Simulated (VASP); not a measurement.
# C (P1) in VASP: single point with r2SCAN

Aim: the single point of C with r2SCAN.

All numbers are computed with VASP 6.6.1; they aren't measurements. Logs are shortened: lines on timing, memory, paths and dates and some standing lists are left out, and cuts for length are marked.

## Step 1: The cell of the first run

The typed cell holds 8 atoms: a = 4.857 Å, b = 4.857 Å, c = 2.505 Å, α = 90.00°, β = 90.00°, γ = 128.22°.

## Step 2: Single point, r2SCAN (atom 5 (C) moved -0.450 Å towards its neighbour atom 2 (C) at 1.527 Å)

Input file POSCAR:

```
C
1.0
    2.1205985457     -4.3694582406      0.0000000000
    2.1205985457      4.3694582406      0.0000000000
    0.0000000000      0.0000000000      2.5047085935
C
8
Direct
    0.6481731446      0.9813388589      0.0000000000
    0.3518268554      0.0186611411      0.0000000000
    0.0186611411      0.3518268554      0.0000000000
    0.9813388589      0.6481731446      0.0000000000
    0.4203297916      0.2875357563      0.6473711467
    0.5952645955      0.7736723475      0.5000000000
    0.7736723475      0.5952645955      0.5000000000
    0.2263276525      0.4047354045      0.5000000000
```

Input file INCAR.step1:

```
PREC = Accurate
ENCUT = 520
ISMEAR = 0
SIGMA = 0.05
LREAL = False
LASPH = True
NELM = 80
NBANDS = 26
GGA = PE
ALGO = Normal
EDIFF = 1E-4
LWAVE = True
LCHARG = False
```

Input file INCAR.step2:

```
PREC = Accurate
ENCUT = 520
EDIFF = 1E-6
ISMEAR = 0
SIGMA = 0.05
LREAL = False
LASPH = True
NELM = 80
ALGO = Normal
ISIF = 2
LWAVE = False
LCHARG = True
METAGGA = R2SCAN
LMIXTAU = True
LELF = True
LVHAR = True
NBANDS = 26
ISTART = 1
```

Input file KPOINTS:

```
Automatic mesh
0
Gamma
  6 6 10
```

Potentials or basis: VASP PAW PBE potentials, release 64 (C).

On the command line:

```bash
> cat potpaw_PBE.64/C/POTCAR > POTCAR
> cp INCAR.step1 INCAR
> mpirun -np 1 vasp_std > vasp.out
> cp INCAR.step2 INCAR
> mpirun -np 1 vasp_std > vasp.out
```

OUTCAR:

```text
PREC = Accurate
   ENCUT = 520
   EDIFF = 1E-6
   ISMEAR = 0
   LREAL = False
   LASPH = True
   NELM = 80
   ISIF = 2
   METAGGA = R2SCAN
   ISTART = 1

 ion  position               nearest neighbor table
   1  0.648  0.981  0.000-   6 1.53   6 1.53   2 1.56   3 1.57
   2  0.352  0.019  0.000-   5 1.43   1 1.56   4 1.57   5 1.98
   3  0.019  0.352  0.000-   8 1.53   8 1.53   4 1.56   1 1.57
   4  0.981  0.648  0.000-   7 1.53   7 1.53   3 1.56   2 1.57
   5  0.420  0.288  0.647-   8 1.42   2 1.43   7 1.46   2 1.98   6 1.99
   6  0.595  0.774  0.500-   1 1.53   1 1.53   7 1.56   8 1.56   5 1.99
   7  0.774  0.595  0.500-   5 1.46   4 1.53   4 1.53   6 1.56
   8  0.226  0.405  0.500-   5 1.42   3 1.53   3 1.53   6 1.56

  LATTYP: Found a base centered orthorhombic cell.
 ALAT       =     4.2411970914
 B/A-ratio  =     2.0604834656
 C/A-ratio  =     0.5905664225

  Lattice vectors:

 A1 = (   2.1205985457,  -4.3694582406,   0.0000000000)
 A2 = (   2.1205985457,   4.3694582406,   0.0000000000)
 A3 = (   0.0000000000,   0.0000000000,   2.5047085935)

Analysis of symmetry for initial positions (statically):
=====================================================================
 Subroutine PRICEL returns:
 Original cell was already a primitive cell.

 Routine SETGRP: Setting up the symmetry group for a
 base centered orthorhombic supercell.

 Subroutine GETGRP returns: Found  1 space group operations
 (whereof  1 operations were pure point group operations)
 out of a pool of  8 trial point group operations.

The static configuration has the point symmetry C_1 .

Analysis of symmetry for dynamics (positions and initial velocities):
=====================================================================
 Subroutine PRICEL returns:
 Original cell was already a primitive cell.

 Routine SETGRP: Setting up the symmetry group for a
 base centered orthorhombic supercell.

 Subroutine GETGRP returns: Found  1 space group operations
 (whereof  1 operations were pure point group operations)
 out of a pool of  8 trial point group operations.

The dynamic configuration has the point symmetry C_1 .

 Subroutine INISYM returns: Found  1 space group operations
 (whereof  1 operations are pure point group operations),
 and found     1 'primitive' translations

----------------------------------------------------------------------------------------

                                     Primitive cell

  volume of cell :      46.4166

  direct lattice vectors                    reciprocal lattice vectors
     2.120598546 -4.369458241  0.000000000     0.235782487 -0.114430662  0.000000000
     2.120598546  4.369458241  0.000000000     0.235782487  0.114430662  0.000000000
     0.000000000  0.000000000  2.504708594     0.000000000  0.000000000  0.399248041

  length of vectors
     4.856861487  4.856861487  2.504708594     0.262083494  0.262083494  0.399248041

  position of ions in fractional coordinates (direct lattice)
     0.648173145  0.981338859  0.000000000
     0.351826855  0.018661141  0.000000000
     0.018661141  0.351826855  0.000000000
     0.981338859  0.648173145  0.000000000
     0.420329792  0.287535756  0.647371147
     0.595264595  0.773672348  0.500000000
     0.773672348  0.595264595  0.500000000
     0.226327652  0.404735405  0.500000000

  ion indices of the primitive-cell ions
   primitive index   ion index
                 1           1
                 2           2
                 3           3
                 4           4
                 5           5
                 6           6
                 7           7
                 8           8

----------------------------------------------------------------------------------------

 KPOINTS: Automatic mesh

Automatic generation of k-mesh.
 Grid dimensions read from file:
 generate k-points for:    6    6   10

 Generating k-lattice:

  Cartesian coordinates                     Fractional coordinates (reciprocal lattice)
     0.039297081 -0.019071777  0.000000000     0.166666667  0.000000000  0.000000000
     0.039297081  0.019071777  0.000000000     0.000000000  0.166666667  0.000000000
     0.000000000  0.000000000  0.039924804     0.000000000  0.000000000  0.100000000

  Length of vectors
     0.043680582  0.043680582  0.039924804

  Shift w.r.t. Gamma in fractional coordinates (k-lattice)
     0.000000000  0.000000000  0.000000000

 Subroutine IBZKPT returns following result:
 ===========================================

 Found    184 irreducible k-points:

 Following reciprocal coordinates:
            Coordinates               Weight
  0.000000  0.000000  0.000000      1.000000
  0.166667  0.000000  0.000000      2.000000
  0.000000  0.166667  0.000000      2.000000
  0.333333  0.000000  0.000000      2.000000
  0.000000  0.333333  0.000000      2.000000
  0.500000  0.000000  0.000000      1.000000
[... 16 lines left out ...]
 -0.166667  0.000000  0.100000      2.000000
  0.000000  0.166667 -0.100000      2.000000
 [... further k-points ...]
   k-points           NKPTS =    184   k-points in BZ     NKDIM =    184   number of bands    NBANDS=     26
   number of dos      NEDOS =    301   number of ions     NIONS =      8
   total plane-waves  NPLWV =  25920
   dimension x,y,z NGX =    36 NGY =   36 NGZ =   20
   dimension x,y,z NGXF=    72 NGYF=   72 NGZF=   40
   ions per type =               8
   NGX,Y,Z   is equivalent  to a cutoff of  12.32, 12.32, 13.27 a.u.
   NGXF,Y,Z  is equivalent  to a cutoff of  24.64, 24.64, 26.55 a.u.
 SYSTEM =  unknown system
   PREC   = accura    normal or accurate (medium, high low for compatibility)
   ISTART =      1    job   : 0-new  1-cont  2-samecut
   ICHARG =      0    charge: 1-file 2-atom 10-const
   ISPIN  =      1    spin polarized calculation?
   LNONCOLLINEAR =      F non collinear calculations
   LSORBIT =      F    spin-orbit coupling
   LASPH  =      T    aspherical Exc in radial PAW
   ENCUT  =  520.0 eV  38.22 Ry    6.18 a.u.   9.03  9.03  4.66*2*pi/ulx,y,z
   NELM   =     80;   NELMIN=  2; NELMDL=  0     # of ELM steps
   EDIFF  = 0.1E-05   stopping-criterion for ELM
   LREAL  =      F    real-space projection
   EDIFFG = 0.1E-04   stopping-criterion for IOM
   NSW    =      0    number of steps for IOM
   IBRION =     -1    ionic relax: 0-MD 1-quasi-New 2-CG
   NFREE  =      0    steps in history (QN), initial steepest desc. (CG)
   ISIF   =      2    stress and relaxation
   ISYM   =      2    0-nonsym 1-usesym 2-fastsym
   POTIM  = 0.5000    time-step for ionic-motion
   TEBEG  =    0.0;   TEEND  =   0.0 temperature during run
   PSTRESS=    0.0 pullay stress
   NELECT =      32.0000    total number of electrons
   NUPDOWN=      -1.0000    fix difference up-down
   EMIN   =  10.00;   EMAX   =-10.00  energy-range for DOS
   EFERMI =   0.00;   METHOD = LEGACY
   ISMEAR =     0;   SIGMA  =   0.05  broadening in eV -4-tet -1-fermi 0-gaus
   EFERMI_NEDOS =   21; number of points for ismear=-14 and -15
   IALGO  =     38    algorithm
   IMIX   =      4    mixing-type and parameters
     AMIX     =   0.40;   BMIX     =  1.00
     AMIX_MAG =   1.60;   BMIX_MAG =  1.00
  volume/ion in A,a.u.               =       5.80        39.15
  Fermi-wavevector in a.u.,A,eV,Ry     =   1.446218  2.732956 28.457215  2.091546
  Thomas-Fermi vector in A             =   2.564311
   LORBIT       =      0    0 simple, 1 ext, 2 COOP (PROOUT), +10 PAW based schemes
   METAGGA = R2SCAN    functional components
   LHFCALC =     F    Hartree Fock is set to
   AEXX    =    0.0000 exact exchange contribution
   IVDW    =     0    specifies the selected vdW correction
   LEPSILON=     F    determine dielectric tensor
   LRPA    =     F    only Hartree local field effects (RPA)
 non-spin polarized calculation
 Gauss-broadening in eV      SIGMA  =   0.05
  energy-cutoff  :      520.00
  volume of cell :       46.42
 maximum number of plane-waves:      1280
   NGX = 19   NGY = 19   NGZ =  9

 number of electron      32.0000002 magnetization

 Free energy of the ion-electron system (eV)
  ---------------------------------------------------
  ext. energy  EPLUGINS =         0.00000000
  ---------------------------------------------------
  free energy    TOTEN  =       -74.64084810 eV

  energy without entropy =      -74.64075447  energy(sigma->0) =      -74.64080129

 E-fermi :  11.5863     XC(G=0): -14.0704

 val. band max:       11.5471616408   @ k =   0.5000   0.5000   0.0000
 cond. band min:      11.6393890850   @ k =   0.5000   0.5000   0.4000
 fundamental gap:      0.0922274442
 Fermi energy:        11.5863321768

 k-point     1 :       0.0000    0.0000    0.0000
  band No.  band energies     occupation
      1     -13.4994      2.00000
      2      -7.9111      2.00000
      3      -7.4910      2.00000
      4      -6.3833      2.00000
      5      -5.7241      2.00000
      6      -3.2906      2.00000
[... 18 lines left out ...]
     25      20.5232      0.00000
     26      20.5546      0.00000

 k-point     2 :       0.1667    0.0000    0.0000
  band No.  band energies     occupation
      1     -13.2890      2.00000
      2      -8.7374      2.00000
      3      -7.6063      2.00000
      4      -6.6304      2.00000
      5      -5.6047      2.00000
      6      -2.1141      2.00000
[... 18 lines left out ...]
     25      20.5590      0.00000
     26      21.1361      0.00000

 k-point     3 :       0.0000    0.1667    0.0000
  band No.  band energies     occupation
      1     -13.2987      2.00000
      2      -8.4582      2.00000
      3      -7.7723      2.00000
      4      -7.0166      2.00000
      5      -5.3190      2.00000
      6      -2.0790      2.00000
[... 18 lines left out ...]
     25      20.4671      0.00000
     26      21.1491      0.00000

 k-point     4 :       0.3333    0.0000    0.0000
  band No.  band energies     occupation
      1     -12.6915      2.00000
      2      -9.9653      2.00000
      3      -8.4217      2.00000
      4      -7.0161      2.00000
      5      -4.2045      2.00000
      6      -0.3788      2.00000
[... 18 lines left out ...]
     25      20.2694      0.00000
     26      20.8392      0.00000

 k-point     5 :       0.0000    0.3333    0.0000
  band No.  band energies     occupation
      1     -12.7488      2.00000
      2      -9.6268      2.00000
      3      -8.3965      2.00000
      4      -7.5837      2.00000
      5      -3.9811      2.00000
      6      -0.0873      2.00000
[... 18 lines left out ...]
     25      20.0889      0.00000
     26      20.8882      0.00000

 k-point     6 :       0.5000    0.0000    0.0000
  band No.  band energies     occupation
      1     -12.0987      2.00000
      2     -10.8506      2.00000
      3      -8.6688      2.00000
      4      -7.2091      2.00000
      5      -2.6029      2.00000
      6      -1.7945      2.00000
[... 427 lines left out ...]
 k-point    21 :       0.0000    0.0000    0.1000
  band No.  band energies     occupation
      1     -13.3115      2.00000
      2      -7.7342      2.00000
      3      -7.3721      2.00000
      4      -6.2101      2.00000
      5      -5.5623      2.00000
      6      -3.1287      2.00000
[... 18 lines left out ...]
     25      20.6354      0.00000
     26      21.5532      0.00000

 k-point    22 :       0.1667    0.0000    0.1000
  band No.  band energies     occupation
      1     -13.1021      2.00000
      2      -8.5799      2.00000
      3      -7.4244      2.00000
      4      -6.4480      2.00000
      5      -5.4870      2.00000
      6      -1.9775      2.00000
[... 18 lines left out ...]
     25      20.4364      0.00000
     26      21.5225      0.00000

 k-point    23 :      -0.1667    0.0000    0.1000
  band No.  band energies     occupation
      1     -13.1019      2.00000
      2      -8.5718      2.00000
      3      -7.4370      2.00000
      4      -6.5025      2.00000
      5      -5.4298      2.00000
      6      -1.9467      2.00000
[... 18 lines left out ...]
     25      20.4419      0.00000
     26      21.1610      0.00000

 k-point    24 :       0.0000    0.1667   -0.1000
  band No.  band energies     occupation
      1     -13.1109      2.00000
      2      -8.3241      2.00000
      3      -7.6031      2.00000
      4      -6.8420      2.00000
      5      -5.1325      2.00000
      6      -1.9110      2.00000
[... 18 lines left out ...]
     25      20.5172      0.00000
     26      21.5712      0.00000

 [... further k-points ...]
[... 5 lines left out ...]
  --------------------------------------------------------------------------------------
  -------------------------------------------------------------------------------------
  Total        3.3316384      4.9559866      4.0765679     -0.1817219      0.4959554      1.2954217
  in kB      114.9992967    171.0674766    140.7122813     -6.2725572     17.1190603     44.7145121
  external PRESSURE =     142.2596849 kB  Pullay stress =       0.0000000 kB

 VOLUME and BASIS-vectors are now :
 -----------------------------------------------------------------------------
  energy-cutoff  :      520.00
  volume of cell :       46.42
      direct lattice vectors                 reciprocal lattice vectors
     2.120598546 -4.369458241  0.000000000     0.235782487 -0.114430662  0.000000000
     2.120598546  4.369458241  0.000000000     0.235782487  0.114430662  0.000000000
     0.000000000  0.000000000  2.504708594     0.000000000  0.000000000  0.399248041

 POSITION                                       TOTAL-FORCE (eV/Angst)
 -----------------------------------------------------------------------------------
      3.45554      1.45575      0.00000         0.302832      0.975179      0.170942
      0.78566     -1.45575      0.00000        -0.053119      0.032637      1.932671
      0.78566      1.45575      0.00000        -0.084854      0.517560     -0.374782
      3.45554     -1.45575      0.00000         0.970526      0.133829      0.262861
      1.50110     -0.58024      1.62148        -4.544992     -6.741014     -5.763821
      2.90297      0.77955      1.25235         1.103632      1.259994     -0.693760
      2.90297     -0.77955      1.25235         1.871628      0.718870      2.344095
      1.33823      0.77955      1.25235         0.434347      3.102944      2.121793
 -----------------------------------------------------------------------------------
    total drift:                                0.000064      0.000237      0.000067

  FREE ENERGIE OF THE ION-ELECTRON SYSTEM (eV)
  ---------------------------------------------------
  free  energy   TOTEN  =       -74.6408481022 eV

  energy  without entropy=      -74.6407544723  energy(sigma->0) =      -74.64080129
```

Run time: 3.9 min. Hardware: 1 thread of Intel Xeon 6975P-C (Granite Rapids), shared host; peak memory 0.26 GiB.

What came out:

```yaml
Free_energy: -74.6408 eV
Pressure: 14.2 GPa
Largest_force: 9.966 eV/Å
Band_gap_on_the_k_mesh: 0.09 eV, indirect (least direct gap 0.98 eV)
```

Forces on the atoms (eV/Å):
```
C    0.303  0.975  0.171
C   -0.053  0.033  1.933
C   -0.085  0.518 -0.375
C    0.971  0.134  0.263
C   -4.545 -6.741 -5.764
C    1.104  1.260 -0.694
C    1.872  0.719  2.344
C    0.434  3.103  2.122
```

Levels at points of the mesh, in eV from the valence-band top:
| k point | band 13 | band 14 | band 15 | band 16 | band 17 | band 18 | band 19 | band 20 |
| --- | --- | --- | --- | --- | --- | --- | --- | --- |
| (0.00, 0.00, 0.00) | -4.58 | -4.22 | -3.41 | -0.98 | 0.30 | 3.22 | 3.82 | 4.34 |
| (0.50, 0.00, 0.00) | -6.13 | -5.18 | -4.85 | -1.19 | 1.14 | 3.53 | 4.33 | 4.95 |
| (0.00, 0.50, 0.00) | -6.11 | -5.24 | -4.49 | -1.82 | 1.01 | 3.43 | 4.42 | 5.04 |
| (0.50, 0.50, 0.00) | -4.54 | -2.91 | -2.69 | 0.00 | 0.98 | 3.56 | 4.47 | 4.61 |
| (0.00, 0.00, 0.50) | -8.33 | -7.63 | -5.69 | -4.50 | 2.10 | 5.23 | 6.11 | 6.43 |
| (0.50, 0.00, 0.50) | -7.24 | -6.84 | -6.65 | -4.35 | 1.59 | 3.85 | 4.42 | 5.23 |
| (0.00, 0.50, 0.50) | -7.17 | -6.89 | -6.71 | -5.09 | 1.56 | 4.10 | 4.53 | 5.08 |
| (0.50, 0.50, 0.50) | -7.90 | -7.59 | -6.93 | -6.58 | 0.17 | 2.73 | 3.23 | 3.83 |

Caveat: the cell differs from its parent crystal (atom 5 (C) moved -0.450 Å towards its neighbour atom 2 (C) at 1.527 Å); the PAW data sets were made with another functional, which shifts forces and pressure a little.
